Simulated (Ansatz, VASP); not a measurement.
## SnO: VASP beside Ansatz

INCAR

```
SYSTEM = SnO
PREC = Accurate
ENCUT = 520
EDIFF = 1E-6
ISMEAR = 0
SIGMA = 0.05
LREAL = .FALSE.
LASPH = .TRUE.
NELM = 60
ALGO = Normal
ISIF = 2
LWAVE = .FALSE.
LCHARG = .TRUE.
LDIPOL = .TRUE.
IDIPOL = 3
DIPOL = 0.5 0.5 0.401
GGA = PE
IVDW = 12
LELF = .TRUE.
LVHAR = .TRUE.
LVACPOTAV = .TRUE.
NBANDS = 50
```

Contents of KPOINTS:

```
Automatic mesh
0
G
  7 7 1
  0 0 0
```

Contents of POSCAR:

```
SnO
1.0
    3.8206509079      0.0000053603      0.0000000000
   -0.0000052472      3.8206509079      0.0000000000
    0.0000000000      0.0000000000     22.2280089981
Sn O
4 4
Direct
    0.9998502662      0.9998502662      0.2024472817
    0.4998491692      0.4998491692      0.3087997895
    0.9998491692      0.9998491692      0.4932517573
    1.4998502662      1.4998502662      0.5996042650
    0.9998512723      0.4998508145      0.2556235141
    0.4998508145      0.9998512723      0.2556235141
    0.9998481630      1.4998486208      0.5464279896
    1.4998486208      0.9998481630      0.5464279896
```

Input for Ansatz:

```yaml
crystal:
  lattice:
    - [3.8206509079, 5.3603e-06, 0.0]
    - [-5.2472e-06, 3.8206509079, 0.0]
    - [0.0, 0.0, 22.2280089981]
  atoms:
    - { symbol: Sn, position: [0.9998502662, 0.9998502662, 0.2024472817] }
    - { symbol: O, position: [0.9998512723, 0.4998508145, 0.2556235141] }
    - { symbol: O, position: [0.4998508145, 0.9998512723, 0.2556235141] }
    - { symbol: Sn, position: [0.4998491692, 0.4998491692, 0.3087997895] }
    - { symbol: Sn, position: [0.9998491692, 0.9998491692, 0.4932517573] }
    - { symbol: O, position: [0.999848163, 1.4998486208, 0.5464279896] }
    - { symbol: O, position: [1.4998486208, 0.999848163, 0.5464279896] }
    - { symbol: Sn, position: [1.4998502662, 1.4998502662, 0.599604265] }
basis:
  ecutwfc: 420
kpoints:
  mp_grid: { grid: [7, 7, 1] }
hamiltonian:
  xc: pbe
  dispersion: d3bj
scf:
  occupations: { method: gaussian, width: 0.05 }
output:
  forces: true
  eigenvalues: true
efield:
  axis: 3
  dipole_correction: true
  ramp_width: 0.04
```

Alike in both runs: task single point; functional PBE; dispersion D3(BJ); k mesh 7 × 7 × 1; occupations gaussian, width 0.05 eV; no spin polarisation.

```csv
,VASP,Ansatz
version,VASP 6.6.1,Ansatz 0.2.0
potentials or method,"VASP PAW PBE potentials, release 64 (Sn_d, O), cutoff 520 eV","scalar-relativistic, plane waves, PAW"
valence electrons in the cell,80,80
```

|  | VASP | Ansatz | Ansatz less VASP |
| --- | --- | --- | --- |
| gap on the k mesh at the Fermi level (eV) | 2.55 | 2.60 | +0.042 |
| least direct gap on the mesh (eV) | 2.57 | 2.61 | +0.040 |
| rms of the force components (eV/Å) | 0.056 | 0.029 | -0.0269 |

Ansatz's warnings: structure snapped to symmetry.
